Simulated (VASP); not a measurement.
# SiC in VASP: a series of runs

The runs below take SiC through single point, with r2SCAN, PBE.

Everything below comes from runs of VASP 6.6.1. Logs are shortened: lines on timing, memory, paths and dates and some standing lists are left out, and cuts for length are marked.

### Step 1. The cell of the first run

Symmetry: F-43m, No. 216, cubic system. Conventional cell: a = 4.356 Å, b = 4.356 Å, c = 4.356 Å, α = 90.00°, β = 90.00°, γ = 90.00°. Si (site symmetry -43m) has 4 C at 1.89 Å within 2.5 Å. Within 2.5 Å of C (site symmetry -43m) lie 4 Si at 1.89 Å.

### Step 2. Single point, r2SCAN

The input, POSCAR:

```
SiC
1.0
    0.0000000000      2.1780523450      2.1780523450
    2.1780523450      0.0000000000      2.1780523450
    2.1780523450      2.1780523450      0.0000000000
Si C
1 1
Direct
    0.0000000000      0.0000000000      0.0000000000
    0.2500000000      0.2500000000      0.2500000000
```

The input, INCAR.step1:

```
PREC     = Accurate       # precision mode
ENCUT    = 520            # plane-wave cutoff, eV
ISMEAR   = 0              # smearing method
SIGMA    = 0.01           # smearing width, eV
LREAL    = False          # projectors in reciprocal space
LASPH    = True           # aspherical terms in the spheres
NELM     = 80             # most SCF steps
NBANDS   = 11             # bands
GGA      = PE             # functional
ALGO     = Normal         # electronic algorithm
EDIFF    = 1E-4           # SCF threshold, eV
LWAVE    = True           # write WAVECAR
LCHARG   = False          # write CHGCAR
```

The input, INCAR.step2:

```
PREC     = Accurate       # precision mode
ENCUT    = 520            # plane-wave cutoff, eV
EDIFF    = 1E-7           # SCF threshold, eV
ISMEAR   = 0              # smearing method
SIGMA    = 0.01           # smearing width, eV
LREAL    = False          # projectors in reciprocal space
LASPH    = True           # aspherical terms in the spheres
NELM     = 80             # most SCF steps
ALGO     = Normal         # electronic algorithm
ISIF     = 2              # what is computed and relaxed
LWAVE    = False          # write WAVECAR
LCHARG   = False          # write CHGCAR
METAGGA  = R2SCAN         # meta-GGA
LMIXTAU  = True         
NBANDS   = 11             # bands
ISTART   = 1
```

The input, KPOINTS:

```
regular mesh
0
Gamma
  10 10 10
```

Potentials or basis: VASP PAW PBE potentials, release 64 (Si, C).

Launch:

```
> cat potpaw_PBE.64/Si/POTCAR potpaw_PBE.64/C/POTCAR > POTCAR
> cp INCAR.step1 INCAR
> mpirun -np 1 vasp_std > vasp.out
> cp INCAR.step2 INCAR
> mpirun -np 1 vasp_std > vasp.out
```

OUTCAR:

```text
PREC = Accurate
   ENCUT = 520
   EDIFF = 1E-7
   ISMEAR = 0
   LREAL = False
   LASPH = True
   NELM = 80
   ISIF = 2
   METAGGA = R2SCAN
   ISTART = 1

 ion  position               nearest neighbor table
   1  0.000  0.000  0.000-   2 1.89   2 1.89   2 1.89   2 1.89
   2  0.250  0.250  0.250-   1 1.89   1 1.89   1 1.89   1 1.89

  LATTYP: Found a face centered cubic cell.
 ALAT       =     4.3561046900

  Lattice vectors:

 A1 = (   0.0000000000,   2.1780523450,   2.1780523450)
 A2 = (   2.1780523450,   0.0000000000,   2.1780523450)
 A3 = (   2.1780523450,   2.1780523450,   0.0000000000)

Analysis of symmetry for initial positions (statically):
=====================================================================
 Subroutine PRICEL returns:
 Original cell was already a primitive cell.

 Routine SETGRP: Setting up the symmetry group for a
 face centered cubic supercell.

 Subroutine GETGRP returns: Found 24 space group operations
 (whereof 24 operations were pure point group operations)
 out of a pool of 48 trial point group operations.

The static configuration has the point symmetry T_d .

Analysis of symmetry for dynamics (positions and initial velocities):
=====================================================================
 Subroutine PRICEL returns:
 Original cell was already a primitive cell.

 Routine SETGRP: Setting up the symmetry group for a
 face centered cubic supercell.

 Subroutine GETGRP returns: Found 24 space group operations
 (whereof 24 operations were pure point group operations)
 out of a pool of 48 trial point group operations.

The dynamic configuration has the point symmetry T_d .

 Subroutine INISYM returns: Found 24 space group operations
 (whereof 24 operations are pure point group operations),
 and found     1 'primitive' translations

----------------------------------------------------------------------------------------

                                     Primitive cell

  volume of cell :      20.6650

  direct lattice vectors                    reciprocal lattice vectors
     0.000000000  2.178052345  2.178052345    -0.229562894  0.229562894  0.229562894
     2.178052345  0.000000000  2.178052345     0.229562894 -0.229562894  0.229562894
     2.178052345  2.178052345  0.000000000     0.229562894  0.229562894 -0.229562894

  length of vectors
     3.080231166  3.080231166  3.080231166     0.397614596  0.397614596  0.397614596

  position of ions in fractional coordinates (direct lattice)
     0.000000000  0.000000000  0.000000000
     0.250000000  0.250000000  0.250000000

  ion indices of the primitive-cell ions
   primitive index   ion index
                 1           1
                 2           2

----------------------------------------------------------------------------------------

 KPOINTS: regular mesh

Automatic generation of k-mesh.
 Grid dimensions read from file:
 generate k-points for:   10   10   10

 Generating k-lattice:

  Cartesian coordinates                     Fractional coordinates (reciprocal lattice)
    -0.022956289  0.022956289  0.022956289     0.100000000  0.000000000  0.000000000
     0.022956289 -0.022956289  0.022956289     0.000000000  0.100000000  0.000000000
     0.022956289  0.022956289 -0.022956289     0.000000000  0.000000000  0.100000000

  Length of vectors
     0.039761460  0.039761460  0.039761460

  Shift w.r.t. Gamma in fractional coordinates (k-lattice)
     0.000000000  0.000000000  0.000000000

 Subroutine IBZKPT returns following result:
 ===========================================

 Found     47 irreducible k-points:

 Following reciprocal coordinates:
            Coordinates               Weight
  0.000000  0.000000  0.000000      1.000000
  0.100000  0.000000  0.000000      8.000000
  0.200000  0.000000  0.000000      8.000000
  0.300000  0.000000  0.000000      8.000000
  0.400000  0.000000  0.000000      8.000000
  0.500000  0.000000  0.000000      4.000000
[... 16 lines left out ...]
  0.300000  0.300000  0.000000      6.000000
  0.400000  0.300000  0.000000     24.000000
 [... further k-points ...]
   k-points           NKPTS =     47   k-points in BZ     NKDIM =     47   number of bands    NBANDS=     11
   number of dos      NEDOS =    301   number of ions     NIONS =      2
   total plane-waves  NPLWV =  13824
   dimension x,y,z NGX =    24 NGY =   24 NGZ =   24
   dimension x,y,z NGXF=    48 NGYF=   48 NGZF=   48
   ions per type =               1   1
   NGX,Y,Z   is equivalent  to a cutoff of  12.95, 12.95, 12.95 a.u.
   NGXF,Y,Z  is equivalent  to a cutoff of  25.91, 25.91, 25.91 a.u.
 SYSTEM =  unknown system
   PREC   = accura    normal or accurate (medium, high low for compatibility)
   ISTART =      1    job   : 0-new  1-cont  2-samecut
   ICHARG =      0    charge: 1-file 2-atom 10-const
   ISPIN  =      1    spin polarized calculation?
   LNONCOLLINEAR =      F non collinear calculations
   LSORBIT =      F    spin-orbit coupling
   LASPH  =      T    aspherical Exc in radial PAW
   ENCUT  =  520.0 eV  38.22 Ry    6.18 a.u.   5.73  5.73  5.73*2*pi/ulx,y,z
   NELM   =     80;   NELMIN=  2; NELMDL=  0     # of ELM steps
   EDIFF  = 0.1E-06   stopping-criterion for ELM
   LREAL  =      F    real-space projection
   EDIFFG = 0.1E-05   stopping-criterion for IOM
   NSW    =      0    number of steps for IOM
   IBRION =     -1    ionic relax: 0-MD 1-quasi-New 2-CG
   NFREE  =      0    steps in history (QN), initial steepest desc. (CG)
   ISIF   =      2    stress and relaxation
   ISYM   =      2    0-nonsym 1-usesym 2-fastsym
   POTIM  = 0.5000    time-step for ionic-motion
   TEBEG  =    0.0;   TEEND  =   0.0 temperature during run
   PSTRESS=    0.0 pullay stress
   NELECT =       8.0000    total number of electrons
   NUPDOWN=      -1.0000    fix difference up-down
   EMIN   =  10.00;   EMAX   =-10.00  energy-range for DOS
   EFERMI =   0.00;   METHOD = LEGACY
   ISMEAR =     0;   SIGMA  =   0.01  broadening in eV -4-tet -1-fermi 0-gaus
   EFERMI_NEDOS =   21; number of points for ismear=-14 and -15
   IALGO  =     38    algorithm
   IMIX   =      4    mixing-type and parameters
     AMIX     =   0.40;   BMIX     =  1.00
     AMIX_MAG =   1.60;   BMIX_MAG =  1.00
  volume/ion in A,a.u.               =      10.33        69.73
  Fermi-wavevector in a.u.,A,eV,Ry     =   1.193145  2.254717 19.369182  1.423595
  Thomas-Fermi vector in A             =   2.329166
   LORBIT       =      0    0 simple, 1 ext, 2 COOP (PROOUT), +10 PAW based schemes
   METAGGA = R2SCAN    functional components
   LHFCALC =     F    Hartree Fock is set to
   AEXX    =    0.0000 exact exchange contribution
   IVDW    =     0    specifies the selected vdW correction
   LEPSILON=     F    determine dielectric tensor
   LRPA    =     F    only Hartree local field effects (RPA)
 non-spin polarized calculation
 Gauss-broadening in eV      SIGMA  =   0.01
  energy-cutoff  :      520.00
  volume of cell :       20.66
 maximum number of plane-waves:       568
   NGX = 11   NGY = 11   NGZ = 11

 number of electron       8.0000001 magnetization

 Free energy of the ion-electron system (eV)
  ---------------------------------------------------
  ext. energy  EPLUGINS =         0.00000000
  ---------------------------------------------------
  free energy    TOTEN  =       -19.32696192 eV

  energy without entropy =      -19.32696192  energy(sigma->0) =      -19.32696192

 E-fermi :   8.0967     XC(G=0): -11.9403

 val. band max:        7.9968689509   @ k =   0.0000   0.0000   0.0000
 cond. band min:       9.7210450387   @ k =   0.5000   0.5000   0.0000
 fundamental gap:      1.7241760878
 Fermi energy:         8.0966635147

 k-point     1 :       0.0000    0.0000    0.0000
  band No.  band energies     occupation
      1      -8.1931      2.00000
      2       7.9969      2.00000
      3       7.9969      2.00000
      4       7.9969      2.00000
      5      14.8473      0.00000
      6      15.8554      0.00000
      7      15.8554      0.00000
      8      15.8554      0.00000
      9      23.2134      0.00000
     10      23.2134      0.00000
     11      25.7820      0.00000

 k-point     2 :       0.1000    0.0000    0.0000
  band No.  band energies     occupation
      1      -7.9905      2.00000
      2       6.9479      2.00000
      3       7.8570      2.00000
      4       7.8570      2.00000
      5      15.0983      0.00000
      6      16.1144      0.00000
      7      16.1144      0.00000
      8      16.2016      0.00000
      9      22.2765      0.00000
     10      22.2765      0.00000
     11      25.4000      0.00000

 k-point     3 :       0.2000    0.0000    0.0000
  band No.  band energies     occupation
      1      -7.3927      2.00000
      2       4.7376      2.00000
      3       7.5350      2.00000
      4       7.5350      2.00000
      5      14.7865      0.00000
      6      16.4945      0.00000
      7      16.4945      0.00000
      8      17.5494      0.00000
      9      21.6127      0.00000
     10      21.6127      0.00000
     11      24.4504      0.00000

 k-point     4 :       0.3000    0.0000    0.0000
  band No.  band energies     occupation
      1      -6.4407      2.00000
      2       2.3314      2.00000
      3       7.2021      2.00000
      4       7.2021      2.00000
      5      14.3710      0.00000
      6      16.3380      0.00000
      7      16.3380      0.00000
      8      18.6248      0.00000
      9      22.5177      0.00000
     10      22.5177      0.00000
     11      24.1989      0.00000
[... 239 lines left out ...]
 k-point    22 :      -0.2000    0.2000    0.0000
  band No.  band energies     occupation
      1      -6.1206      2.00000
      2       2.9793      2.00000
      3       4.6710      2.00000
      4       7.3160      2.00000
      5      15.1549      0.00000
      6      16.6795      0.00000
      7      16.9937      0.00000
      8      17.9106      0.00000
      9      20.1940      0.00000
     10      24.5013      0.00000
     11      28.2622      0.00000

 k-point    23 :       0.3000    0.3000    0.0000
  band No.  band energies     occupation
      1      -5.8441      2.00000
      2       3.4281      2.00000
      3       5.5247      2.00000
      4       5.5247      2.00000
      5      11.6162      0.00000
      6      14.1481      0.00000
      7      20.3968      0.00000
      8      20.3968      0.00000
      9      21.3749      0.00000
     10      25.9697      0.00000
     11      30.9260      0.00000

 k-point    24 :       0.4000    0.3000    0.0000
  band No.  band energies     occupation
      1      -4.9555      2.00000
      2       2.1596      2.00000
      3       4.7228      2.00000
      4       5.2489      2.00000
      5      11.2951      0.00000
      6      14.1636      0.00000
      7      20.5099      0.00000
      8      20.8127      0.00000
      9      22.8562      0.00000
     10      27.0948      0.00000
     11      30.5127      0.00000

 [... further k-points ...]

------------------------ aborting loop because EDIFF is reached ----------------------------------------

  FORCE on cell =-STRESS in cart. coord.  units (eV):
  Direction    XX          YY          ZZ          XY          YZ          ZX
  --------------------------------------------------------------------------------------
  -------------------------------------------------------------------------------------
  Total       -0.0190740     -0.0190740     -0.0190740     -0.0000000      0.0000000      0.0000000
  in kB       -1.4788272     -1.4788272     -1.4788272     -0.0000000      0.0000000      0.0000000
  external PRESSURE =      -1.4788272 kB  Pullay stress =       0.0000000 kB

 VOLUME and BASIS-vectors are now :
 -----------------------------------------------------------------------------
  energy-cutoff  :      520.00
  volume of cell :       20.66
      direct lattice vectors                 reciprocal lattice vectors
     0.000000000  2.178052345  2.178052345    -0.229562894  0.229562894  0.229562894
     2.178052345  0.000000000  2.178052345     0.229562894 -0.229562894  0.229562894
     2.178052345  2.178052345  0.000000000     0.229562894  0.229562894 -0.229562894

 POSITION                                       TOTAL-FORCE (eV/Angst)
 -----------------------------------------------------------------------------------
      0.00000      0.00000      0.00000        -0.000000     -0.000000     -0.000000
      1.08903      1.08903      1.08903         0.000000      0.000000      0.000000
 -----------------------------------------------------------------------------------
    total drift:                               -0.000001     -0.000001     -0.000001

  FREE ENERGIE OF THE ION-ELECTRON SYSTEM (eV)
  ---------------------------------------------------
  free  energy   TOTEN  =       -19.3269619194 eV

  energy  without entropy=      -19.3269619194  energy(sigma->0) =      -19.32696192
```

It took 20 s on 1 thread of Intel Xeon 6975P-C, shared host; peak memory 0.14 GiB.

Results:

* Free energy: -19.3270 eV
* Pressure: -0.1 GPa
* Band gap on the k mesh: 1.72 eV, indirect (least direct gap 5.06 eV)

Caveat: the PAW data sets were made with another functional, which shifts forces and pressure a little. r2SCAN opens gaps a little over a GGA but as a rule still falls short of measured ones.

(Continued in part 2 of 3.)
